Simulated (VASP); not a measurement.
# ZrNb3 (Pm-3m) in VASP: a series of runs

Runs on ZrNb3. Level: PBE. Tasks: single point, relaxation of cell and atoms.

All numbers are computed with VASP 6.6.1; they aren't measurements. Logs are shortened: lines on timing, memory, paths and dates and some standing lists are left out, and cuts for length are marked.

### 1 The cell of the first run

Symmetry: Pm-3m, No. 221, cubic system. The conventional cell has a = 3.966 Å, b = 3.966 Å, c = 3.966 Å, α = 90.00°, β = 90.00°, γ = 90.00°. Zr (site symmetry m-3m) has 12 Nb at 2.80 Å within 3.7 Å. Nb (site symmetry 4/mmm) has 4 Zr at 2.80 Å and 8 Nb at 2.80 Å within 3.7 Å.

### 2 Single point, PBE

INCAR reads:

```
PREC = Accurate
ENCUT = 520
EDIFF = 1E-7
ISMEAR = 0
SIGMA = 0.1
LREAL = F
LASPH = T
NELM = 100
ALGO = Normal
ISIF = 2
LWAVE = F
LCHARG = T
GGA = PE
LELF = T
LVHAR = T
NBANDS = 34
```

KPOINTS reads:

```
Automatic mesh
0
Gamma
  4 4 4
```

POSCAR reads:

```
ZrNb3
1.0
    3.9661167935      0.0000000000      0.0000000000
    0.0000000000      3.9661167935      0.0000000000
    0.0000000000      0.0000000000      3.9661167935
Zr Nb
1 3
Direct
    0.0000000000      0.0000000000      0.0000000000
    0.0000000000      0.5000000000      0.5000000000
    0.5000000000      0.0000000000      0.5000000000
    0.5000000000      0.5000000000      0.0000000000
```

Potentials or basis: VASP PAW PBE potentials, release 64 (Zr_sv, Nb_sv).

On the command line:

```console
cat potpaw_PBE.64/Zr_sv/POTCAR potpaw_PBE.64/Nb_sv/POTCAR > POTCAR
mpirun -np 1 vasp_std > vasp.out
```

OUTCAR:

```text
PREC = Accurate
   ENCUT = 520
   EDIFF = 1E-7
   ISMEAR = 0
   LREAL = F
   LASPH = T
   NELM = 100
   ISIF = 2
   GGA = PE

 ion  position               nearest neighbor table
   1  0.000  0.000  0.000-   2 2.80   3 2.80   4 2.80   2 2.80   3 2.80   2 2.80   4 2.80   2 2.80
                             3 2.80   4 2.80   3 2.80   4 2.80
   2  0.000  0.500  0.500-   1 2.80   3 2.80   4 2.80   1 2.80   4 2.80   1 2.80   3 2.80   1 2.80
                             3 2.80   4 2.80   4 2.80   3 2.80
   3  0.500  0.000  0.500-   1 2.80   2 2.80   4 2.80   1 2.80   4 2.80   2 2.80   4 2.80   4 2.80
                             1 2.80   2 2.80   1 2.80   2 2.80
   4  0.500  0.500  0.000-   1 2.80   2 2.80   3 2.80   2 2.80   3 2.80   1 2.80   3 2.80   3 2.80
                             1 2.80   2 2.80   2 2.80   1 2.80

  LATTYP: Found a simple cubic cell.
 ALAT       =     3.9661167935

  Lattice vectors:

 A1 = (   3.9661167935,   0.0000000000,   0.0000000000)
 A2 = (   0.0000000000,   3.9661167935,   0.0000000000)
 A3 = (   0.0000000000,   0.0000000000,   3.9661167935)

Analysis of symmetry for initial positions (statically):
=====================================================================
 Subroutine PRICEL returns:
 Original cell was already a primitive cell.

 Routine SETGRP: Setting up the symmetry group for a
 simple cubic supercell.

 Subroutine GETGRP returns: Found 48 space group operations
[... 9 lines left out ...]

 Routine SETGRP: Setting up the symmetry group for a
 simple cubic supercell.

 Subroutine GETGRP returns: Found 48 space group operations
[... 11 lines left out ...]
                                     Primitive cell

  volume of cell :      62.3873

  direct lattice vectors                    reciprocal lattice vectors
     3.966116793  0.000000000  0.000000000     0.252135792  0.000000000  0.000000000
     0.000000000  3.966116793  0.000000000     0.000000000  0.252135792  0.000000000
     0.000000000  0.000000000  3.966116793     0.000000000  0.000000000  0.252135792

  length of vectors
     3.966116793  3.966116793  3.966116793     0.252135792  0.252135792  0.252135792

  position of ions in fractional coordinates (direct lattice)
     0.000000000  0.000000000  0.000000000
     0.000000000  0.500000000  0.500000000
     0.500000000  0.000000000  0.500000000
     0.500000000  0.500000000  0.000000000

  ion indices of the primitive-cell ions
   primitive index   ion index
                 1           1
                 2           2
                 3           3
                 4           4

----------------------------------------------------------------------------------------

 KPOINTS: Automatic mesh

Automatic generation of k-mesh.
 Grid dimensions read from file:
 generate k-points for:    4    4    4

 Generating k-lattice:

  Cartesian coordinates                     Fractional coordinates (reciprocal lattice)
     0.063033948  0.000000000  0.000000000     0.250000000  0.000000000  0.000000000
     0.000000000  0.063033948  0.000000000     0.000000000  0.250000000  0.000000000
     0.000000000  0.000000000  0.063033948     0.000000000  0.000000000  0.250000000

  Length of vectors
     0.063033948  0.063033948  0.063033948

  Shift w.r.t. Gamma in fractional coordinates (k-lattice)
     0.000000000  0.000000000  0.000000000

 Subroutine IBZKPT returns following result:
 ===========================================

 Found     10 irreducible k-points:

 Following reciprocal coordinates:
            Coordinates               Weight
  0.000000  0.000000  0.000000      1.000000
  0.250000  0.000000  0.000000      6.000000
  0.500000  0.000000  0.000000      3.000000
  0.250000  0.250000  0.000000     12.000000
  0.500000  0.250000  0.000000     12.000000
  0.500000  0.500000  0.000000      3.000000
  0.250000  0.250000  0.250000      8.000000
  0.500000  0.250000  0.250000     12.000000
  0.500000  0.500000  0.250000      6.000000
  0.500000  0.500000  0.500000      1.000000
   k-points           NKPTS =     10   k-points in BZ     NKDIM =     10   number of bands    NBANDS=     34
   number of dos      NEDOS =    301   number of ions     NIONS =      4
   total plane-waves  NPLWV =  27000
   dimension x,y,z NGX =    30 NGY =   30 NGZ =   30
   dimension x,y,z NGXF=    60 NGYF=   60 NGZF=   60
   ions per type =               1   3
   NGX,Y,Z   is equivalent  to a cutoff of  12.57, 12.57, 12.57 a.u.
   NGXF,Y,Z  is equivalent  to a cutoff of  25.15, 25.15, 25.15 a.u.
 SYSTEM =  unknown system
   PREC   = accura    normal or accurate (medium, high low for compatibility)
   ISTART =      0    job   : 0-new  1-cont  2-samecut
   ICHARG =      2    charge: 1-file 2-atom 10-const
   ISPIN  =      1    spin polarized calculation?
   LNONCOLLINEAR =      F non collinear calculations
   LSORBIT =      F    spin-orbit coupling
   LASPH  =      T    aspherical Exc in radial PAW
   ENCUT  =  520.0 eV  38.22 Ry    6.18 a.u.   7.37  7.37  7.37*2*pi/ulx,y,z
   NELM   =    100;   NELMIN=  2; NELMDL= -5     # of ELM steps
   EDIFF  = 0.1E-06   stopping-criterion for ELM
   LREAL  =      F    real-space projection
   EDIFFG = 0.1E-05   stopping-criterion for IOM
   NSW    =      0    number of steps for IOM
   IBRION =     -1    ionic relax: 0-MD 1-quasi-New 2-CG
   NFREE  =      0    steps in history (QN), initial steepest desc. (CG)
   ISIF   =      2    stress and relaxation
   ISYM   =      2    0-nonsym 1-usesym 2-fastsym
   POTIM  = 0.5000    time-step for ionic-motion
   TEBEG  =    0.0;   TEEND  =   0.0 temperature during run
   PSTRESS=    0.0 pullay stress
   NELECT =      51.0000    total number of electrons
   NUPDOWN=      -1.0000    fix difference up-down
   EMIN   =  10.00;   EMAX   =-10.00  energy-range for DOS
   EFERMI =   0.00;   METHOD = LEGACY
   ISMEAR =     0;   SIGMA  =   0.10  broadening in eV -4-tet -1-fermi 0-gaus
   EFERMI_NEDOS =   21; number of points for ismear=-14 and -15
   IALGO  =     38    algorithm
   IMIX   =      4    mixing-type and parameters
     AMIX     =   0.40;   BMIX     =  1.00
     AMIX_MAG =   1.60;   BMIX_MAG =  1.00
  volume/ion in A,a.u.               =      15.60       105.25
  Fermi-wavevector in a.u.,A,eV,Ry     =   1.530733  2.892666 31.880395  2.343143
  Thomas-Fermi vector in A             =   2.638175
   LORBIT       =      0    0 simple, 1 ext, 2 COOP (PROOUT), +10 PAW based schemes
   GGA     = PE    functional components
   LHFCALC =     F    Hartree Fock is set to
   AEXX    =    0.0000 exact exchange contribution
   IVDW    =     0    specifies the selected vdW correction
   LEPSILON=     F    determine dielectric tensor
   LRPA    =     F    only Hartree local field effects (RPA)
 non-spin polarized calculation
 Gauss-broadening in eV      SIGMA  =   0.10
  energy-cutoff  :      520.00
  volume of cell :       62.39
 maximum number of plane-waves:      1743
 NGX is ok and might be reduce to    30
   NGX = 15   NGY = 15   NGZ = 15

 number of electron      51.0000005 magnetization

 Free energy of the ion-electron system (eV)
  ---------------------------------------------------
  ext. energy  EPLUGINS =         0.00000000
  ---------------------------------------------------
  free energy    TOTEN  =       -36.03978817 eV

  energy without entropy =      -36.02428045  energy(sigma->0) =      -36.03203431

 E-fermi :  13.9994     XC(G=0): -13.2046

 val. band max:       13.9925896371   @ k =   0.0000   0.0000   0.0000
 cond. band min:      14.0192726155   @ k =   0.5000   0.5000   0.2500
 fundamental gap:      0.0266829785
 Fermi energy:        13.9994247736

 k-point     1 :       0.0000    0.0000    0.0000
  band No.  band energies     occupation
      1     -40.6943      2.00000
      2     -40.2766      2.00000
      3     -40.2766      2.00000
      4     -33.8606      2.00000
      5     -17.4547      2.00000
      6     -17.4547      2.00000
[... 26 lines left out ...]
     33      20.4092      0.00000
     34      20.4566      0.00000

 k-point     2 :       0.2500    0.0000    0.0000
  band No.  band energies     occupation
      1     -40.6403      2.00000
      2     -40.3299      2.00000
      3     -40.2757      2.00000
      4     -33.8668      2.00000
      5     -17.3241      2.00000
      6     -17.3241      2.00000
[... 26 lines left out ...]
     33      18.9509      0.00000
     34      19.1115      0.00000

 k-point     3 :       0.5000    0.0000    0.0000
  band No.  band energies     occupation
      1     -40.5519      2.00000
      2     -40.4177      2.00000
      3     -40.2747      2.00000
      4     -33.8731      2.00000
      5     -17.1239      2.00000
      6     -17.1239      2.00000
[... 26 lines left out ...]
     33      16.8192      0.00000
     34      16.9064      0.00000

 k-point     4 :       0.2500    0.2500    0.0000
  band No.  band energies     occupation
      1     -40.5926      2.00000
      2     -40.3451      2.00000
      3     -40.3058      2.00000
      4     -33.8707      2.00000
      5     -17.3453      2.00000
      6     -17.1947      2.00000
[... 26 lines left out ...]
     33      18.4762      0.00000
     34      18.6225      0.00000

 k-point     5 :       0.5000    0.2500    0.0000
  band No.  band energies     occupation
      1     -40.5110      2.00000
      2     -40.4151      2.00000
      3     -40.3149      2.00000
      4     -33.8746      2.00000
      5     -17.2101      2.00000
      6     -17.1119      2.00000
[... 26 lines left out ...]
     33      16.7083      0.00000
     34      17.2681      0.00000

 k-point     6 :       0.5000    0.5000    0.0000
  band No.  band energies     occupation
      1     -40.4127      2.00000
      2     -40.4125      2.00000
      3     -40.4125      2.00000
      4     -33.8762      2.00000
      5     -17.2750      2.00000
      6     -17.2680      2.00000
[... 26 lines left out ...]
     33      16.5781      0.00000
     34      16.6362      0.00000

 k-point     7 :       0.2500    0.2500    0.2500
  band No.  band energies     occupation
      1     -40.5524      2.00000
      2     -40.3439      2.00000
      3     -40.3439      2.00000
      4     -33.8720      2.00000
      5     -17.4896      2.00000
      6     -17.1148      2.00000
[... 26 lines left out ...]
     33      17.7059      0.00000
     34      17.7059      0.00000

 k-point     8 :       0.5000    0.2500    0.2500
  band No.  band energies     occupation
      1     -40.4813      2.00000
      2     -40.4131      2.00000
      3     -40.3427      2.00000
      4     -33.8733      2.00000
      5     -17.5022      2.00000
      6     -17.1911      2.00000
[... 26 lines left out ...]
     33      18.7919      0.00000
     34      18.8546      0.00000

 k-point     9 :       0.5000    0.5000    0.2500
  band No.  band energies     occupation
      1     -40.4111      2.00000
      2     -40.4110      2.00000
      3     -40.4110      2.00000
      4     -33.8720      2.00000
      5     -17.6277      2.00000
      6     -17.3645      2.00000
[... 26 lines left out ...]
     33      18.3646      0.00000
     34      19.0824      0.00000

 k-point    10 :       0.5000    0.5000    0.5000
  band No.  band energies     occupation
      1     -40.4095      2.00000
      2     -40.4095      2.00000
      3     -40.4095      2.00000
      4     -33.8679      2.00000
      5     -17.8484      2.00000
      6     -17.4504      2.00000
[... 26 lines left out ...]
     33      19.6447      0.00000
     34      19.6447      0.00000

------------------------ aborting loop because EDIFF is reached ----------------------------------------

  FORCE on cell =-STRESS in cart. coord.  units (eV):
  Direction    XX          YY          ZZ          XY          YZ          ZX
  --------------------------------------------------------------------------------------
  -------------------------------------------------------------------------------------
  Total       17.8086226     17.8086226     17.8086226     -0.0000000      0.0000000     -0.0000000
  in kB      457.3455065    457.3455065    457.3455065     -0.0000000      0.0000000     -0.0000000
  external PRESSURE =     457.3455065 kB  Pullay stress =       0.0000000 kB

 VOLUME and BASIS-vectors are now :
 -----------------------------------------------------------------------------
  energy-cutoff  :      520.00
  volume of cell :       62.39
      direct lattice vectors                 reciprocal lattice vectors
     3.966116793  0.000000000  0.000000000     0.252135792  0.000000000  0.000000000
     0.000000000  3.966116793  0.000000000     0.000000000  0.252135792  0.000000000
     0.000000000  0.000000000  3.966116793     0.000000000  0.000000000  0.252135792

 POSITION                                       TOTAL-FORCE (eV/Angst)
 -----------------------------------------------------------------------------------
      0.00000      0.00000      0.00000         0.000000      0.000000      0.000000
      0.00000      1.98306      1.98306         0.000000      0.000000      0.000000
      1.98306      0.00000      1.98306         0.000000      0.000000      0.000000
      1.98306      1.98306      0.00000         0.000000      0.000000      0.000000
 -----------------------------------------------------------------------------------
    total drift:                                0.000000      0.000000     -0.000000

  FREE ENERGIE OF THE ION-ELECTRON SYSTEM (eV)
  ---------------------------------------------------
  free  energy   TOTEN  =       -36.0397881709 eV

  energy  without entropy=      -36.0242804457  energy(sigma->0) =      -36.03203431
```

Run time: 27 s. Hardware: 1 thread of Intel Xeon Platinum 8259CL at 2.50GHz (Skylake/Cascade Lake), shared host; peak memory 0.17 GiB.

Results:

```yaml
Free_energy: -36.0398 eV
Pressure: 45.7 GPa
```

Levels at points of the mesh, in eV from the Fermi level:
```tsv
k point	band 24	band 25	band 26	band 27	band 28	band 29
(0.00, 0.00, 0.00)	-0.01	-0.01	-0.01	3.41	3.41	5.12
(0.50, 0.00, 0.00)	-1.35	-1.21	-1.21	0.70	0.93	1.90
(0.50, 0.50, 0.00)	-1.38	-1.35	-1.35	-1.33	-0.97	1.17
(0.50, 0.50, 0.50)	-0.25	-0.25	-0.25	0.08	0.08	2.04
```

Caveat: the k points lie up to 0.40 Å⁻¹ apart.

### 3 Single point, PBE

This run uses another cell than the first one, of 19.54 Å³/atom, 1.253 times its volume.

INCAR reads:

```
ALGO = Normal
EDIFF = 1E-6
ENCUT = 520
GGA = PE
ISIF = 2
ISMEAR = 0
LASPH = T
LCHARG = F
LREAL = F
LWAVE = F
NBANDS = 34
NELM = 100
PREC = Accurate
SIGMA = 0.1
```

KPOINTS reads:

```
k-points
0
Gamma
  4 4 4
```

POSCAR reads:

```
ZrNb3
1.0
    4.2755210551      0.0000000000      0.0000000000
    0.0000000000      4.2755210551      0.0000000000
    0.0000000000      0.0000000000      4.2755210551
Zr Nb
1 3
Direct
    0.0000000000      0.0000000000      0.0000000000
    0.0000000000      0.5000000000      0.5000000000
    0.5000000000      0.0000000000      0.5000000000
    0.5000000000      0.5000000000      0.0000000000
```

Potentials or basis: VASP PAW PBE potentials, release 64 (Zr_sv, Nb_sv).

On the command line:

```console
cat potpaw_PBE.64/Zr_sv/POTCAR potpaw_PBE.64/Nb_sv/POTCAR > POTCAR
mpirun -np 1 vasp_std > vasp.out
```

It took 19 s on 1 thread of Intel Xeon Platinum 8259CL at 2.50GHz (Skylake/Cascade Lake), shared host; peak memory 0.18 GiB.

Results (log left out):

```yaml
Free_energy: -37.9290 eV
Pressure: 0.2 GPa
```

Levels at points of the mesh, in eV from the Fermi level:
```tsv
k point	band 21	band 22	band 23	band 24	band 25	band 26	band 27	band 28	band 29	band 30
(0.00, 0.00, 0.00)	-3.13	-3.13	-3.13	0.26	0.26	0.26	2.79	2.79	3.47	3.47
(0.50, 0.00, 0.00)	-1.89	-1.61	-1.05	-1.05	-0.93	-0.93	0.56	0.83	1.70	1.77
(0.50, 0.50, 0.00)	-1.23	-1.04	-0.98	-0.98	-0.97	-0.97	-0.84	-0.60	1.19	1.22
(0.50, 0.50, 0.50)	-0.13	-0.13	-0.13	0.11	0.11	0.11	0.35	0.35	1.11	1.39
```

Caveat: the k points lie up to 0.37 Å⁻¹ apart.

(Part 1 of 2 ends here.)
